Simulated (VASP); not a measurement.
# Pt (I4/mmm) in VASP: notebook, part 2 of 2

VASP 6.6.1. Earlier steps stand in the parts before.

### Step 3. Single point, r2SCAN (strain +0.015 along x and y, +0.000 along z)

Contents of POSCAR:

```
Pt
1.0
   -1.5930286872      1.5930286872      1.5694863913
    1.5930286872     -1.5930286872      1.5694863913
    1.5930286872      1.5930286872     -1.5694863913
Pt
1
Direct
    0.0000000000      0.0000000000      0.0000000000
```

Contents of INCAR.step1:

```
ALGO     = Normal         # electronic algorithm
EDIFF    = 1E-4           # SCF threshold, eV
ENCUT    = 520            # plane-wave cutoff, eV
GGA      = PE             # functional
ISMEAR   = 0              # smearing method
LASPH    = T              # aspherical terms in the spheres
LCHARG   = F              # write CHGCAR
LREAL    = F              # projectors in reciprocal space
LWAVE    = T              # write WAVECAR
NBANDS   = 11             # bands
NELM     = 100            # most SCF steps
PREC     = Accurate       # precision mode
SIGMA    = 0.15           # smearing width, eV
```

Contents of INCAR.step2:

```
ALGO     = Normal         # electronic algorithm
EDIFF    = 1E-6           # SCF threshold, eV
ENCUT    = 520            # plane-wave cutoff, eV
ISIF     = 2              # what is computed and relaxed
ISMEAR   = 0              # smearing method
ISTART   = 1            
LASPH    = T              # aspherical terms in the spheres
LCHARG   = F              # write CHGCAR
LMIXTAU  = T            
LREAL    = F              # projectors in reciprocal space
LWAVE    = F              # write WAVECAR
METAGGA  = R2SCAN         # meta-GGA
NBANDS   = 11             # bands
NELM     = 100            # most SCF steps
PREC     = Accurate       # precision mode
SIGMA    = 0.15           # smearing width, eV
```

Contents of KPOINTS:

```
k-points
0
Gamma
  26 26 26
```

Potentials or basis: VASP PAW PBE potentials, release 64 (Pt).

On the command line:

```
> cat potpaw_PBE.64/Pt/POTCAR > POTCAR
> cp INCAR.step1 INCAR
> mpirun -np 1 vasp_std > vasp.out
> cp INCAR.step2 INCAR
> mpirun -np 1 vasp_std > vasp.out
```

OUTCAR:

```text
EDIFF = 1E-6
   ENCUT = 520
   ISIF = 2
   ISMEAR = 0
   ISTART = 1
   LASPH = T
   LREAL = F
   METAGGA = R2SCAN
   NELM = 100
   PREC = Accurate

 ion  position               nearest neighbor table
   1  0.000  0.000  0.000-

  LATTYP: Found a body centered tetragonal cell.
 ALAT       =     3.1860573744
 C/A-ratio  =     0.9852216749

  Lattice vectors:

 A1 = (  -1.5930286872,   1.5930286872,   1.5694863913)
 A2 = (   1.5930286872,  -1.5930286872,   1.5694863913)
 A3 = (   1.5930286872,   1.5930286872,  -1.5694863913)

Analysis of symmetry for initial positions (statically):
=====================================================================
 Subroutine PRICEL returns:
 Original cell was already a primitive cell.

 Routine SETGRP: Setting up the symmetry group for a
 body centered tetragonal supercell.

 Subroutine GETGRP returns: Found 16 space group operations
 (whereof 16 operations were pure point group operations)
 out of a pool of 16 trial point group operations.

The static configuration has the point symmetry D_4h.

Analysis of symmetry for dynamics (positions and initial velocities):
[... 161 lines left out ...]
 fundamental gap:      0.0003557931
 Fermi energy:         9.8268891162

 k-point     1 :       0.0000    0.0000    0.0000
  band No.  band energies     occupation
      1       0.1664      2.00000
      2       6.1663      2.00000
      3       6.2927      2.00000
      4       6.2927      2.00000
      5       8.6358      2.00000
      6       8.7934      2.00000
      7      27.8031      0.00000
      8      27.8031      0.00000
      9      28.1117      0.00000
     10      38.1256      0.00000
     11      38.1405      0.00000
[... 309 lines left out ...]
 k-point    24 :       0.3846    0.0385   -0.0000
  band No.  band energies     occupation
      1       3.1975      2.00000
      2       4.8841      2.00000
      3       8.1539      2.00000
      4       8.8348      2.00000
      5       9.1647      2.00000
      6      10.4928      0.00000
      7      18.5370      0.00000
      8      24.3394      0.00000
      9      27.1049      0.00000
     10      34.5962      0.00000
     11      34.9990      0.00000

 [... further k-points ...]
[... 5 lines left out ...]
  --------------------------------------------------------------------------------------
  -------------------------------------------------------------------------------------
  Total       -0.6013812     -0.6013812     -0.7284424      0.0000000      0.0000000      0.0000000
  in kB      -60.4777620    -60.4777620    -73.2556390      0.0000000      0.0000000      0.0000000
  external PRESSURE =     -64.7370543 kB  Pullay stress =       0.0000000 kB

 VOLUME and BASIS-vectors are now :
 -----------------------------------------------------------------------------
  energy-cutoff  :      520.00
  volume of cell :       15.93
      direct lattice vectors                 reciprocal lattice vectors
    -1.593028687  1.593028687  1.569486391     0.000000000  0.313867543  0.318575556
     1.593028687 -1.593028687  1.569486391     0.313867543  0.000000000  0.318575556
     1.593028687  1.593028687 -1.569486391     0.313867543  0.313867543  0.000000000

 POSITION                                       TOTAL-FORCE (eV/Angst)
 -----------------------------------------------------------------------------------
      0.00000      0.00000      0.00000         0.000000     -0.000000     -0.000000
 -----------------------------------------------------------------------------------
    total drift:                                0.000000      0.000000      0.000000

  FREE ENERGIE OF THE ION-ELECTRON SYSTEM (eV)
  ---------------------------------------------------
  free  energy   TOTEN  =       -51.4069658229 eV

  energy  without entropy=      -51.3978850602  energy(sigma->0) =      -51.40242544
```

Wall time 15 min (1 thread of Intel Xeon 8259CL, shared host); peak memory 0.33 GiB.

Results:

| Property | Result |
| --- | --- |
| Free energy | -51.4070 eV |
| Pressure | -6.5 GPa |
| Band gap on the k mesh | zero (bands 5 and 6 overlap by 2.26 eV) |

Stress tensor (GPa, compression positive):
```
-6.05  0.00  0.00
 0.00 -6.05  0.00
 0.00  0.00 -7.33
```

Levels at points of the mesh, in eV from the Fermi level:
```
           k point  band 1  band 2  band 3  band 4  band 5  band 6  band 7  band 8  band 9  band 10
(0.00, 0.00, 0.00)   -9.66   -3.66   -3.53   -3.53   -1.19   -1.03   17.98   17.98   18.28    28.30
(0.50, 0.00, 0.00)   -6.70   -5.07   -1.24   -0.76    0.50    1.07    6.57   14.00   16.40    25.33
(0.50, 0.50, 0.00)   -6.72   -4.93   -1.39   -0.85    0.41    1.04    6.44   14.18   16.78    24.95
(0.50, 0.50, 0.50)   -6.24   -6.23    0.52    0.52    0.56    7.92    7.92    8.39   13.30    19.56
```

Caveat: the cell differs from its parent crystal (strain +0.015 along x and y, +0.000 along z); the cell stands under tension; the PAW data sets were made with another functional, which shifts forces and pressure a little; spin-orbit coupling is left out, which moves the levels of the heavy elements.

### Step 4. Single point, r2SCAN (strain +0.030 along x and y, -0.015 along z)

Contents of POSCAR:

```
Pt
1.0
   -1.6165709830      1.6165709830      1.5459440954
    1.6165709830     -1.6165709830      1.5459440954
    1.6165709830      1.6165709830     -1.5459440954
Pt
1
Direct
    0.0000000000      0.0000000000      0.0000000000
```

Contents of INCAR.step1:

```
SYSTEM = Pt
PREC = Accurate
ENCUT = 520
ISMEAR = 0
SIGMA = 0.15
LREAL = .FALSE.
LASPH = .TRUE.
NELM = 60
NBANDS = 11
GGA = PE
ALGO = Normal
EDIFF = 1E-4
LWAVE = .TRUE.
LCHARG = .FALSE.
```

Contents of INCAR.step2:

```
SYSTEM = Pt
PREC = Accurate
ENCUT = 520
EDIFF = 1E-7
ISMEAR = 0
SIGMA = 0.15
LREAL = .FALSE.
LASPH = .TRUE.
NELM = 60
ALGO = Normal
ISIF = 2
LWAVE = .FALSE.
LCHARG = .FALSE.
METAGGA = R2SCAN
LMIXTAU = .TRUE.
NBANDS = 11
ISTART = 1
```

Contents of KPOINTS:

```
regular mesh
0
G
  26 26 26
  0 0 0
```

On the command line:

```
> cat potpaw_PBE.64/Pt/POTCAR > POTCAR
> cp INCAR.step1 INCAR
> mpirun -np 1 vasp_std > vasp.out
> cp INCAR.step2 INCAR
> mpirun -np 1 vasp_std > vasp.out
```

Wall time 16 min (1 thread of Intel Xeon 8259CL, shared host); peak memory 0.36 GiB.

It converged, with:

```
Free energy            : -51.4006 eV
Pressure               : -9.7 GPa
Band gap on the k mesh : zero (bands 5 and 6 overlap by 2.23 eV)
```

Stress tensor (GPa, compression positive):
```
 -8.40   0.00   0.00
  0.00  -8.40   0.00
  0.00   0.00 -12.15
```

Levels at points of the mesh, in eV from the Fermi level:
```
           k point  band 2  band 3  band 4  band 5  band 6  band 7  band 8  band 9
(0.00, 0.00, 0.00)   -3.75   -3.37   -3.37   -1.35   -0.88   17.77   17.77   18.71
(0.50, 0.00, 0.00)   -5.05   -1.22   -0.61    0.61    1.03    6.54   13.87   16.02
(0.50, 0.50, 0.00)   -4.64   -1.59   -0.94    0.33    0.96    6.13   14.42   17.15
(0.50, 0.50, 0.50)   -6.10    0.46    0.46    0.60    7.57    7.57    8.99   13.00
```

Caveat: the cell differs from its parent crystal (strain +0.030 along x and y, -0.015 along z); the cell stands under tension; the PAW data sets were made with another functional, which shifts forces and pressure a little; spin-orbit coupling is left out, which moves the levels of the heavy elements.

### Step 5. Summary

| cell | gap on the mesh (eV) | pressure (GPa) |
| --- | --- | --- |
| a = 2.747 Å, angles 107.9, 107.9, 112.7°, 1 atom | none | -6.4 |
| a = 2.746 Å, angles 109.1, 109.1, 110.3°, 1 atom | none | -6.5 |
| a = 2.760 Å, angles 108.3, 108.3, 111.9°, 1 atom | none | -9.7 |

Alike in all rows: task single point; level r2SCAN; potentials or basis VASP PAW PBE potentials, release 64 (Pt); no spin polarisation; k mesh 26 × 26 × 26; cutoff (eV) 520; smearing gaussian 0.15 eV.

Caveats: the PAW data sets were made with another functional, which shifts forces and pressure a little; spin-orbit coupling is left out, which moves the levels of the heavy elements; the cell stands under tension (at least some runs); the stress differs along the axes, from -10 to -5 GPa (at least some runs).

Absolute energies hang on the potentials; compare differences alone.
